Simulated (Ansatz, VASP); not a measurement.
**Two plane-wave programs on ZnCu**

The input POSCAR:

```
ZnCu
1.0
    2.9205539200      0.0000000000      0.0000000000
    0.0000000000      2.9205539200      0.0000000000
    0.0000000000      0.0000000000      2.9205539200
Zn Cu
1 1
Direct
    0.5000000000      0.5000000000      0.5000000000
    0.0000000000      0.0000000000      0.0000000000
```

File INCAR.step1:

```
SYSTEM = ZnCu
PREC = Accurate
ENCUT = 520
ISMEAR = -1
SIGMA = 0.05
LREAL = .FALSE.
LASPH = .TRUE.
NELM = 100
NBANDS = 18
GGA = PE
ALGO = Normal
EDIFF = 1E-4
LWAVE = .TRUE.
LCHARG = .FALSE.
```

Contents of INCAR.step2:

```
SYSTEM = ZnCu
PREC = Accurate
ENCUT = 520
EDIFF = 1E-8
ISMEAR = -1
SIGMA = 0.05
LREAL = .FALSE.
LASPH = .TRUE.
NELM = 100
ALGO = Normal
ISIF = 2
LWAVE = .FALSE.
LCHARG = .FALSE.
METAGGA = R2SCAN
LMIXTAU = .TRUE.
LEFG = .TRUE.
NBANDS = 18
ISTART = 1
```

The input KPOINTS:

```
regular mesh
0
G
  17 17 17
  0 0 0
```

Input for Ansatz:

```yaml
crystal:
  lattice:
    - [2.92055392, 0.0, 0.0]
    - [0.0, 2.92055392, 0.0]
    - [0.0, 0.0, 2.92055392]
  atoms:
    - { symbol: Zn, position: [0.5, 0.5, 0.5] }
    - { symbol: Cu, position: [0.0, 0.0, 0.0] }
kpoints:
  mp_grid: { grid: [17, 17, 17] }
scf:
  occupations: { method: fermi_dirac, width: 0.05 }
hamiltonian:
  xc: r2scan
  pseudopotentials: { kind: paw }
output:
  forces: true
  stress: true
  eigenvalues: true
  efg: { contact_densities: true }
  write_density: true
  write_potential: true
  elf: true
  volumetric_format: npy
```

Alike in both runs: task electric field gradients; functional r2SCAN; k mesh 17 × 17 × 17; occupations fermi-dirac, width 0.05 eV; no spin polarisation.

|  | VASP | Ansatz |
| --- | --- | --- |
| version | VASP 6.6.1 | Ansatz 0.2.0 |
| potentials or method | VASP PAW PBE potentials, release 64 (Zn, Cu) | PAW with Ansatz's default frozen-core files, scalar-relativistic |
| plane-wave cutoff (eV) | 520 | 500 |
| valence electrons in the cell | 23 | 31 |

|  | VASP | Ansatz | Ansatz less VASP |
| --- | --- | --- | --- |
| pressure (GPa) | 0.4 | -0.3 | -0.66 |

VASP's potentials were made for PBE, not for r2SCAN. With one functional, cell and mesh, what is left measures potentials, basis and numerics. VASP's potentials hold 23 valence electrons a cell and Ansatz's 31, so a difference there can come from the potentials and not from the codes.
